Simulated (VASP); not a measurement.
# Na7Mg4Cl16 (a cell with a defect) in VASP: notebook, part 2 of 2

VASP 6.6.1. The steps go on from the part before.

**4. Single point, r2SCAN**

POSCAR

```
Na7Mg4Cl16
1.0
    6.9572550000      0.0000000000      0.0000000000
    0.0000000000     11.9214420000      0.0000000000
    0.0000000000      0.0000000000      7.6746150000
Na Mg Cl
7 4 16
Direct
   -0.0376297836      0.7065755971      0.1954365138
    0.9320630047      0.2729451689      0.2047138521
    0.5658266083      0.0909453739      0.5816448122
    0.5897153403      0.8070248549      0.1873579326
   -0.0187430244      0.6478662564      0.7540573697
    1.0752372883      0.2652279816      0.7865671438
    0.5245459596      0.8328858204      0.7471123959
    0.5142976648      0.4620581973      0.0880435045
    0.0202953607     -0.0094619426     -0.0936985113
    0.4357465696      0.5008538397      0.5223975405
   -0.0185849160     -0.0007297775      0.4510975469
    0.2374355978      0.1533371550     -0.0132123892
    0.8048864099      0.8310907355     -0.0529407664
    0.8453621435      0.4223314596     -0.0088343194
    0.3141181400      0.6694324395      0.0140463072
    0.1682991352      0.9025753764      0.2235421581
    0.7166188389      0.0815002078      0.2143169397
    0.6972865016      0.5686812048      0.3360559455
    0.2938658997      0.4119551980      0.2648341317
    0.1893994111      0.1694929187      0.4819655449
    0.7248979662      0.8925681977      0.5166382939
    0.7144628162      0.2936138095      0.4730400157
    0.2490062532      0.6515403086      0.4477358148
    0.2490781206      0.9391397450      0.6680074505
    0.7966504031      0.1359650955      0.8137346303
    0.6114049291      0.6393857387      0.7013250828
    0.3906425738      0.3962691762      0.8075975147
```

INCAR.step1

```
PREC     = Accurate       # precision mode
ENCUT    = 520            # plane-wave cutoff, eV
ISMEAR   = -1             # smearing method
SIGMA    = 0.05           # smearing width, eV
LREAL    = Auto         
LASPH    = T              # aspherical terms in the spheres
NELM     = 60             # most SCF steps
NBANDS   = 104            # bands
NELECT   = 170.0        
GGA      = PE             # functional
ALGO     = Normal         # electronic algorithm
EDIFF    = 1E-4           # SCF threshold, eV
LWAVE    = T              # write WAVECAR
LCHARG   = F              # write CHGCAR
```

INCAR.step2

```
PREC     = Accurate       # precision mode
ENCUT    = 520            # plane-wave cutoff, eV
EDIFF    = 1E-7           # SCF threshold, eV
ISMEAR   = -1             # smearing method
SIGMA    = 0.05           # smearing width, eV
LREAL    = Auto         
LASPH    = T              # aspherical terms in the spheres
NELM     = 60             # most SCF steps
ALGO     = Normal         # electronic algorithm
ISIF     = 2              # what is computed and relaxed
LWAVE    = F              # write WAVECAR
LCHARG   = F              # write CHGCAR
METAGGA  = R2SCAN         # meta-GGA
LMIXTAU  = T            
NBANDS   = 104            # bands
NELECT   = 170.0        
ISTART   = 1
```

KPOINTS

```
Automatic mesh
0
Gamma
  1 1 1
```

Launch:

```sh
$ cat potpaw_PBE.64/Na_pv/POTCAR potpaw_PBE.64/Mg/POTCAR potpaw_PBE.64/Cl/POTCAR > POTCAR
$ cp INCAR.step1 INCAR
$ mpirun -np 1 vasp_gam > vasp.out
$ cp INCAR.step2 INCAR
$ mpirun -np 1 vasp_gam > vasp.out
```

Run time: 6.4 min. Hardware: 1 thread of Intel Xeon 6975P-C (Granite Rapids), shared host; peak memory 0.67 GiB.

Results (log left out):

```
Free energy   : -184.7876 eV
Largest force : 2.445 eV/Å
```

Forces on the atoms (eV/Å):
```
Na   1.049 -0.543  0.384
Na   0.427 -0.545  0.426
Na  -0.919  0.783 -0.821
Na  -1.545  0.048  1.098
Na   0.355 -0.227 -0.142
Na  -0.396  1.208 -1.193
Na  -0.699 -0.658  0.811
Mg   1.594  1.007 -1.557
Mg   0.517  1.195  1.088
Mg   0.943 -0.550  0.499
Mg   1.285  1.496 -1.309
Cl   0.189 -1.427  1.004
Cl   1.286  0.151 -0.360
Cl  -0.211  0.584 -0.374
Cl  -0.107 -0.047 -0.153
Cl  -0.459  0.288 -0.099
Cl   0.659 -0.916  0.527
Cl   0.164  0.130 -1.469
Cl  -1.407 -0.922  1.168
Cl  -0.605 -0.399 -0.247
Cl   0.461 -0.514 -0.725
Cl  -0.356  0.930  0.361
Cl  -1.329  0.749  0.722
Cl  -1.561  0.065  0.580
Cl   0.271 -1.290 -0.059
Cl   0.603 -0.865  0.475
Cl  -0.208  0.270 -0.636
```

Levels at points of the mesh, in eV from the Fermi level:
```tsv
k point	band 83	band 84	band 85	band 86	band 87	band 88
(0.00, 0.00, 0.00)	-1.74	-1.57	-1.26	2.44	3.74	4.14
```

Caveat: the k points lie up to 0.90 Å⁻¹ apart; the cell carries a net charge on a neutralising background, which shifts energy and pressure; the cell is charged against a uniform background, so pressure and absolute levels hang on convention; the PAW data sets were made with another functional, which shifts forces and pressure a little.

**5. Single point, r2SCAN**

POSCAR

```
Na7Mg4Cl16
1.0
    6.9572550000      0.0000000000      0.0000000000
    0.0000000000     11.9214420000      0.0000000000
    0.0000000000      0.0000000000      7.6746150000
Na Mg Cl
7 4 16
Direct
    0.0771568672      0.6266775445      0.2258745227
    0.9662431519      0.2685497275      0.2057953396
    0.5435764536      0.1647451709      0.3859867889
    0.5752843614      0.8023609896      0.2552571041
    0.1358725532      0.7345168479      0.7470472460
    1.0261518372      0.3786790222      0.7037356271
    0.5598903591      0.7189398732      0.7308640238
    0.4174203763      0.4583841451      0.0406144152
   -0.0114556675      0.0274295677     -0.0615275164
    0.5956803366      0.5044188446      0.4895229272
    0.0345538578     -0.0042696177      0.4719194383
    0.2552730926      0.1783257428      0.0660880057
    0.7814576295      0.8434382351     -0.0777107386
    0.7973978243      0.3757431358     -0.0249263318
    0.3462141319      0.6474216794     -0.0053422875
    0.2720038291      0.8905214654      0.2477388117
    0.8245349639      0.0487189385      0.2968096771
    0.6747919977      0.6154121288      0.2389175222
    0.2614536911      0.4105291960      0.2632705354
    0.1602212367      0.1888697693      0.4956079230
    0.8868871416      0.8052046053      0.4849103180
    0.7692976612      0.3731260027      0.4468106869
    0.3408240750      0.6345457202      0.5263325913
    0.1954362748      0.9627358838      0.7294437571
    0.7799915340      0.1099112003      0.7872056123
    0.8777168582      0.5934600865      0.7009081237
    0.3588915456      0.3867988453      0.7820718043
```

INCAR.step1

```
PREC = Accurate ; ENCUT = 520
ISMEAR = -1 ; SIGMA = 0.05
LREAL = Auto ; LASPH = T
NELM = 80 ; NBANDS = 104
NELECT = 170.0 ; GGA = PE
ALGO = Normal ; EDIFF = 1E-4
LWAVE = T ; LCHARG = F
```

INCAR.step2

```
PREC = Accurate ; ENCUT = 520
EDIFF = 1E-6 ; ISMEAR = -1
SIGMA = 0.05 ; LREAL = Auto
LASPH = T ; NELM = 80
ALGO = Normal ; ISIF = 2
LWAVE = F ; LCHARG = T
METAGGA = R2SCAN ; LMIXTAU = T
LELF = T ; LVHAR = T
NBANDS = 104 ; NELECT = 170.0
ISTART = 1
```

KPOINTS is that of step 4.

Launch:

```sh
$ cat potpaw_PBE.64/Na_pv/POTCAR potpaw_PBE.64/Mg/POTCAR potpaw_PBE.64/Cl/POTCAR > POTCAR
$ cp INCAR.step1 INCAR
$ mpirun -np 1 vasp_gam > vasp.out
$ cp INCAR.step2 INCAR
$ mpirun -np 1 vasp_gam > vasp.out
```

Wall time 4.8 min (1 thread of Intel Xeon 6975P-C (Granite Rapids), shared host); peak memory 0.64 GiB.

Results (log left out):

```yaml
Free_energy: -184.2252 eV
Largest_force: 4.356 eV/Å
```

Forces in eV/Å, atoms in the order of the input:
```
Na  -0.443  0.302  0.481
Na   0.226 -0.247  0.232
Na  -0.934  0.342  0.225
Na   0.776  0.892 -0.159
Na  -0.823  0.676  0.178
Na  -0.819 -0.290 -0.121
Na   1.202  0.727  0.577
Mg   2.492  0.422 -1.301
Mg   1.220 -0.817  1.781
Mg  -2.204  3.449  0.932
Mg   2.060 -1.070  1.241
Cl  -0.283 -1.243 -0.685
Cl   0.433  0.313  0.879
Cl  -0.768  0.402  0.438
Cl  -0.554  0.468 -0.505
Cl  -1.190  0.850  0.211
Cl  -2.106  0.787 -2.792
Cl   0.997 -1.888  0.009
Cl  -0.736  0.291  1.997
Cl   0.226 -0.146  0.246
Cl  -0.066  0.719 -0.343
Cl   1.889 -3.885 -0.560
Cl  -0.215 -0.224 -0.664
Cl   1.279 -0.765  0.332
Cl  -1.531  1.328 -1.336
Cl  -1.042 -1.343  0.002
Cl   0.916 -0.050 -1.294
```

Levels at points of the mesh, in eV from the Fermi level:
| k point | band 81 | band 82 | band 83 | band 84 | band 85 | band 86 | band 87 | band 88 | band 89 | band 90 |
| --- | --- | --- | --- | --- | --- | --- | --- | --- | --- | --- |
| (0.00, 0.00, 0.00) | -1.77 | -1.60 | -1.51 | -1.29 | -1.23 | 3.21 | 4.39 | 4.82 | 5.13 | 5.27 |

Caveat: the k points lie up to 0.90 Å⁻¹ apart; the cell carries a net charge on a neutralising background, which shifts energy and pressure; the cell is charged against a uniform background, so pressure and absolute levels hang on convention; the atoms stand as in a frame of molecular dynamics; the PAW data sets were made with another functional, which shifts forces and pressure a little.
